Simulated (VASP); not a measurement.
# CaSe (I4/mmm) in VASP: a series of runs

Runs on CaSe. Level: PBEsol. Tasks: single point.

All numbers are computed with VASP 6.6.1; they aren't measurements. Logs are shortened: lines on timing, memory, paths and dates and some standing lists are left out, and cuts for length are marked.

### Step 1. The cell of the first run

Symmetry: I4/mmm, No. 139, tetragonal system. The conventional cell has a = 4.129 Å, b = 4.129 Å, c = 5.877 Å, α = 90.00°, β = 90.00°, γ = 90.00°. Ca (site symmetry 4/mmm) has 6 Se at 2.92 to 2.94 Å within 3.8 Å. Within 3.8 Å of Se (site symmetry 4/mmm) lie 6 Ca at 2.92 to 2.94 Å.

### Step 2. Single point, PBEsol, non-collinear spin, zero start, spin-orbit coupling (film at in-plane strain -0.005)

INCAR

```
SYSTEM = CaSe
PREC     = Accurate       ! precision mode
ENCUT    = 520            ! plane-wave cutoff, eV
EDIFF    = 1E-7           ! SCF threshold, eV
ISMEAR   = 0              ! smearing method
SIGMA    = 0.01           ! smearing width, eV
LREAL    = .FALSE.        ! projectors in reciprocal space
LASPH    = .TRUE.         ! aspherical terms in the spheres
NELM     = 150            ! most SCF steps
ALGO     = Normal         ! electronic algorithm
ISIF     = 2              ! what is computed and relaxed
LWAVE    = .FALSE.        ! write WAVECAR
LCHARG   = .FALSE.        ! write CHGCAR
MAGMOM   = 0 0 0 0 0 0    ! initial moments
LORBIT   = 11             ! projections on sites
LSORBIT  = .TRUE.         ! spin-orbit coupling
GGA_COMPAT= .FALSE.      
LORBMOM  = .TRUE.       
GGA      = PS             ! functional
NBANDS   = 28             ! bands
```

KPOINTS

```
regular mesh
0
G
  8 8 8
  0 0 0
```

POSCAR

```
CaSe
1.0
    2.9197783305      2.9197783305      0.0000000000
   -2.9197783305      2.9197783305      0.0000000000
    0.0000000000      2.9197783305      2.9384708740
Ca Se
1 1
Direct
    0.0000000000      0.0000000000      0.0000000000
    0.5000000000      0.5000000000      0.0000000000
```

Potentials or basis: VASP PAW PBE potentials, release 64 (Ca_sv, Se).

The run is started by

```bash
cat potpaw_PBE.64/Ca_sv/POTCAR potpaw_PBE.64/Se/POTCAR > POTCAR
mpirun -np 1 vasp_ncl > vasp.out
```

OUTCAR:

```text
SYSTEM = CaSe
   PREC = Accurate
   ENCUT = 520
   EDIFF = 1E-7
   ISMEAR = 0
   LREAL = .FALSE.
   LASPH = .TRUE.
   NELM = 150
   ISIF = 2
   LORBIT = 11
   LSORBIT = .TRUE.
   GGA = PS

 ion  position               nearest neighbor table
   1  0.000  0.000  0.000-   2 2.92   2 2.92   2 2.92   2 2.92   2 2.94   2 2.94
   2  0.500  0.500  0.000-   1 2.92   1 2.92   1 2.92   1 2.92   1 2.94   1 2.94

  LATTYP: Found a body centered tetragonal cell.
 ALAT       =     4.1291901141
 C/A-ratio  =     1.4232674170

  Lattice vectors:

 A1 = (   2.9197783305,   0.0000000000,  -2.9384708740)
 A2 = (  -2.9197783305,   0.0000000000,  -2.9384708740)
 A3 = (   0.0000000000,   2.9197783305,   2.9384708740)

Analysis of symmetry for initial positions (statically):
=====================================================================
 Subroutine PRICEL returns:
 Original cell was already a primitive cell.

 Routine SETGRP: Setting up the symmetry group for a
 body centered tetragonal supercell.

 Subroutine GETGRP returns: Found 16 space group operations
 (whereof 16 operations were pure point group operations)
 out of a pool of 16 trial point group operations.

The static configuration has the point symmetry D_4h.

Analysis of symmetry for dynamics (positions and initial velocities):
=====================================================================
 Subroutine PRICEL returns:
 Original cell was already a primitive cell.

 Routine SETGRP: Setting up the symmetry group for a
 body centered tetragonal supercell.

 Subroutine GETGRP returns: Found 16 space group operations
 (whereof 16 operations were pure point group operations)
 out of a pool of 16 trial point group operations.

The dynamic configuration has the point symmetry D_4h.

Analysis of structural, dynamic, and magnetic symmetry:
=====================================================================
 Subroutine PRICEL returns:
 Original cell was already a primitive cell.

 Routine SETGRP: Setting up the symmetry group for a
 body centered tetragonal supercell.

 Subroutine GETGRP returns: Found 16 space group operations
 (whereof 16 operations were pure point group operations)
 out of a pool of 16 trial point group operations.

The overall configuration has the point symmetry D_4h.

 Subroutine INISYM returns: Found 16 space group operations
 (whereof 16 operations are pure point group operations),
 and found     1 'primitive' translations

----------------------------------------------------------------------------------------

                                     Primitive cell

  volume of cell :      50.1015

  direct lattice vectors                    reciprocal lattice vectors
     2.919778330  2.919778330  0.000000000     0.171245877  0.171245877 -0.170156527
    -2.919778330  2.919778330  0.000000000    -0.171245877  0.171245877 -0.170156527
     0.000000000  2.919778330  2.938470874     0.000000000  0.000000000  0.340313055

  length of vectors
     4.129190114  4.129190114  4.142428826     0.295978959  0.295978959  0.340313055

  position of ions in fractional coordinates (direct lattice)
     0.000000000  0.000000000  0.000000000
     0.500000000  0.500000000  0.000000000

  ion indices of the primitive-cell ions
   primitive index   ion index
                 1           1
                 2           2

----------------------------------------------------------------------------------------

 KPOINTS: regular mesh

Automatic generation of k-mesh.
 Grid dimensions read from file:
 generate k-points for:    8    8    8

 Generating k-lattice:

  Cartesian coordinates                     Fractional coordinates (reciprocal lattice)
     0.021405735  0.021405735 -0.021269566     0.125000000  0.000000000  0.000000000
    -0.021405735  0.021405735 -0.021269566     0.000000000  0.125000000  0.000000000
     0.000000000  0.000000000  0.042539132     0.000000000  0.000000000  0.125000000

  Length of vectors
     0.036997370  0.036997370  0.042539132

  Shift w.r.t. Gamma in fractional coordinates (k-lattice)
     0.000000000  0.000000000  0.000000000

 Subroutine IBZKPT returns following result:
 ===========================================

 Found     59 irreducible k-points:

 Following reciprocal coordinates:
            Coordinates               Weight
[... 57 lines left out ...]
   EFERMI =   0.00;   METHOD = LEGACY
   ISMEAR =     0;   SIGMA  =   0.01  broadening in eV -4-tet -1-fermi 0-gaus
   EFERMI_NEDOS =   21; number of points for ismear=-14 and -15
   IALGO  =     38    algorithm
   IMIX   =      4    mixing-type and parameters
     AMIX     =   0.40;   BMIX     =  1.00
     AMIX_MAG =   1.60;   BMIX_MAG =  1.00
  volume/ion in A,a.u.               =      25.05       169.05
  Fermi-wavevector in a.u.,A,eV,Ry     =   1.119003  2.114608 17.036765  1.252167
  Thomas-Fermi vector in A             =   2.255638
   LORBIT       =     11    0 simple, 1 ext, 2 COOP (PROOUT), +10 PAW based schemes
   GGA     = PS    functional components
   LHFCALC =     F    Hartree Fock is set to
   AEXX    =    0.0000 exact exchange contribution
   IVDW    =     0    specifies the selected vdW correction
   LEPSILON=     F    determine dielectric tensor
   LRPA    =     F    only Hartree local field effects (RPA)
 Gauss-broadening in eV      SIGMA  =   0.01
  energy-cutoff  :      520.00
  volume of cell :       50.10
 maximum number of plane-waves:      2730
   NGX = 15   NGY = 15   NGZ = 15

 number of electron      16.0000002 magnetization       0.0000000     -0.0000000     -0.0000000

 number of electron      16.0000002 magnetization      -0.0000000      0.0000000      0.0000000

 number of electron      16.0000002 magnetization      -0.0000000     -0.0000000     -0.0000000

 number of electron      16.0000002 magnetization       0.0000000      0.0000000      0.0000000

 Free energy of the ion-electron system (eV)
  ---------------------------------------------------
  ext. energy  EPLUGINS =         0.00000000
  ---------------------------------------------------
  free energy    TOTEN  =       -10.09315672 eV

  energy without entropy =      -10.09315672  energy(sigma->0) =      -10.09315672

 E-fermi :   2.8130     XC(G=0):  -9.4650

 val. band max:        2.7073564560   @ k =   0.0000   0.0000   0.0000
 cond. band min:       4.4118488827   @ k =   0.5000   0.5000   0.0000
 fundamental gap:      1.7044924267
 Fermi energy:         2.8130077117

 k-point     1 :       0.0000    0.0000    0.0000
  band No.  band energies     occupation
      1     -36.8753      1.00000
      2     -36.8753      1.00000
      3     -18.2069      1.00000
      4     -18.2069      1.00000
      5     -17.8323      1.00000
      6     -17.8323      1.00000
[... 733 lines left out ...]
     27       9.4921      0.00000
     28       9.4921      0.00000

 [... further k-points ...]

------------------------ aborting loop because EDIFF is reached ----------------------------------------

  FORCE on cell =-STRESS in cart. coord.  units (eV):
  Direction    XX          YY          ZZ          XY          YZ          ZX
  --------------------------------------------------------------------------------------
  -------------------------------------------------------------------------------------
  Total        0.2790173      0.2790173      0.0708423      0.0000000      0.0000000      0.0000000
  in kB        8.9225810      8.9225810      2.2654374      0.0000000      0.0000000      0.0000000
  external PRESSURE =       6.7035331 kB  Pullay stress =       0.0000000 kB

 VOLUME and BASIS-vectors are now :
 -----------------------------------------------------------------------------
  energy-cutoff  :      520.00
  volume of cell :       50.10
      direct lattice vectors                 reciprocal lattice vectors
     2.919778330  2.919778330  0.000000000     0.171245877  0.171245877 -0.170156527
    -2.919778330  2.919778330  0.000000000    -0.171245877  0.171245877 -0.170156527
     0.000000000  2.919778330  2.938470874     0.000000000  0.000000000  0.340313055

 POSITION                                       TOTAL-FORCE (eV/Angst)
 -----------------------------------------------------------------------------------
      0.00000      0.00000      0.00000         0.000000      0.000000      0.000000
      0.00000      2.91978      0.00000        -0.000000     -0.000000      0.000000
 -----------------------------------------------------------------------------------
    total drift:                                0.000000     -0.000000     -0.000000

  FREE ENERGIE OF THE ION-ELECTRON SYSTEM (eV)
  ---------------------------------------------------
  free  energy   TOTEN  =       -10.0931567238 eV

  energy  without entropy=      -10.0931567238  energy(sigma->0) =      -10.09315672

 orbital moment (x)

 # of ion     p       d       tot
 ----------------------------------------
  1         0.000   0.000   0.000
  2         0.000   0.000   0.000
 ----------------------------------------
            0.000   0.000   0.000

 orbital moment (y)

 # of ion     p       d       tot
 ----------------------------------------
  1        -0.000   0.000   0.000
  2        -0.000   0.000  -0.000
 ----------------------------------------
           -0.000   0.000  -0.000

 orbital moment (z)

 # of ion     p       d       tot
 ----------------------------------------
  1         0.000  -0.000  -0.000
  2         0.000   0.000   0.000
 ----------------------------------------
            0.000  -0.000  -0.000

 Spin-Orbit-Coupling matrix elements

 Ion:    1  E_soc:     -0.0060630
 l=   1
     0.0000000    -0.0009984    -0.0009988
    -0.0009984     0.0000000    -0.0009984
    -0.0009988    -0.0009984     0.0000000
 l=   2
     0.0000000     0.0000013     0.0000000     0.0000013    -0.0000134
     0.0000013     0.0000000    -0.0000097     0.0000012    -0.0000034
     0.0000000    -0.0000097     0.0000000    -0.0000097     0.0000000
     0.0000013     0.0000012    -0.0000097     0.0000000    -0.0000034
    -0.0000134    -0.0000034     0.0000000    -0.0000034     0.0000000
 l=   3
     0.0000000     0.0000000     0.0000000     0.0000000     0.0000000     0.0000000     0.0000000
     0.0000000     0.0000000     0.0000000     0.0000000     0.0000000     0.0000000     0.0000000
     0.0000000     0.0000000     0.0000000     0.0000000     0.0000000     0.0000000     0.0000000
     0.0000000     0.0000000     0.0000000     0.0000000     0.0000000     0.0000000     0.0000000
     0.0000000     0.0000000     0.0000000     0.0000000     0.0000000     0.0000000     0.0000000
     0.0000000     0.0000000     0.0000000     0.0000000     0.0000000     0.0000000     0.0000000
     0.0000000     0.0000000     0.0000000     0.0000000     0.0000000     0.0000000     0.0000000

 Ion:    2  E_soc:     -0.0357377
 l=   1
     0.0000000    -0.0059570    -0.0059538
    -0.0059570     0.0000000    -0.0059570
    -0.0059538    -0.0059570     0.0000000
 l=   2
     0.0000000    -0.0000005     0.0000000    -0.0000005     0.0000002
    -0.0000005     0.0000000     0.0000001    -0.0000005     0.0000000
     0.0000000     0.0000001     0.0000000     0.0000001     0.0000000
    -0.0000005    -0.0000005     0.0000001     0.0000000     0.0000000
     0.0000002     0.0000000     0.0000000     0.0000000     0.0000000
 l=   3
     0.0000000     0.0000000     0.0000000     0.0000000     0.0000000     0.0000000     0.0000000
     0.0000000     0.0000000     0.0000000     0.0000000     0.0000000     0.0000000     0.0000000
     0.0000000     0.0000000     0.0000000     0.0000000     0.0000000     0.0000000     0.0000000
     0.0000000     0.0000000     0.0000000     0.0000000     0.0000000     0.0000000     0.0000000
     0.0000000     0.0000000     0.0000000     0.0000000     0.0000000     0.0000000     0.0000000
     0.0000000     0.0000000     0.0000000     0.0000000     0.0000000     0.0000000     0.0000000
     0.0000000     0.0000000     0.0000000     0.0000000     0.0000000     0.0000000     0.0000000

 total charge

# of ion       s       p       d       tot
------------------------------------------
    1        2.035   5.853   0.255   8.143
    2        1.433   2.491   0.006   3.929
--------------------------------------------------
tot          3.467   8.344   0.261  12.072

 magnetization (x)

# of ion       s       p       d       tot
------------------------------------------
    1       -0.000   0.000   0.000   0.000
    2        0.000   0.000   0.000   0.000
--------------------------------------------------
tot         -0.000   0.000   0.000   0.000

 magnetization (y)

# of ion       s       p       d       tot
------------------------------------------
    1        0.000   0.000   0.000   0.000
    2        0.000   0.000   0.000   0.000
--------------------------------------------------
tot          0.000   0.000   0.000   0.000

 magnetization (z)

# of ion       s       p       d       tot
------------------------------------------
    1        0.000   0.000   0.000   0.000
    2       -0.000   0.000  -0.000   0.000
--------------------------------------------------
tot          0.000   0.000   0.000   0.000
```

It took 84 s on 1 thread of AMD EPYC 9R45 (Zen 5), shared host; peak memory 0.34 GiB.

Results:

- Free energy: -10.0932 eV
- Pressure: 0.7 GPa
- Net moment: 0.00 μB per cell
- Valence electrons inside the program's atomic spheres: Ca 8.14; Se 3.93

Moments on the atoms (μB; x, y, z):
```
Ca  0.00 0.00 0.00
Se  0.00 0.00 0.00
```

Caveat: the cell differs from its parent crystal (film at in-plane strain -0.005); the PAW data sets were made with another functional, which shifts forces and pressure a little.

### Step 3. Single point, PBEsol, non-collinear spin, zero start, spin-orbit coupling (film at in-plane strain +0.005)

INCAR

```
SYSTEM = CaSe
PREC = Accurate
ENCUT = 520
EDIFF = 1E-6
ISMEAR = 0
SIGMA = 0.01
LREAL = .False.
LASPH = .True.
NELM = 150
ALGO = Normal
ISIF = 2
LWAVE = .False.
LCHARG = .False.
LNONCOLLINEAR = .True.
MAGMOM = 0 0 0 0 0 0
LORBIT = 11
LSORBIT = .True.
GGA_COMPAT = .False.
LORBMOM = .True.
GGA = PS
NBANDS = 28
```

KPOINTS

```
regular mesh
0
Gamma
  8 8 8
  0 0 0
```

POSCAR

```
CaSe
1.0
    2.9491228363      2.9491228363      0.0000000000
   -2.9491228363      2.9491228363      0.0000000000
    0.0000000000      2.9491228363      2.9296804933
Ca Se
1 1
Direct
    0.0000000000      0.0000000000      0.0000000000
    0.5000000000      0.5000000000      0.0000000000
```

Potentials or basis: VASP PAW PBE potentials, release 64 (Ca_sv, Se).

The run is started by

```bash
cat potpaw_PBE.64/Ca_sv/POTCAR potpaw_PBE.64/Se/POTCAR > POTCAR
mpirun -np 1 vasp_ncl > vasp.out
```

Run time: 78 s. Hardware: 1 thread of AMD EPYC 9R45 (Zen 5), shared host; peak memory 0.34 GiB.

The run converged. Its results:

```
Free energy                                           : -10.0945 eV
Pressure                                              : -0.2 GPa
Net moment                                            : 0.00 μB per cell
Valence electrons inside the program's atomic spheres : Ca 8.13; Se 3.92
```

Stress tensor (GPa, compression positive):
```
-0.44  0.00  0.00
 0.00 -0.44  0.00
 0.00  0.00  0.21
```

Moments on the atoms (μB; x, y, z):
```
Ca  0.00 0.00 0.00
Se  0.00 0.00 0.00
```

Caveat: the cell differs from its parent crystal (film at in-plane strain +0.005); the PAW data sets were made with another functional, which shifts forces and pressure a little.
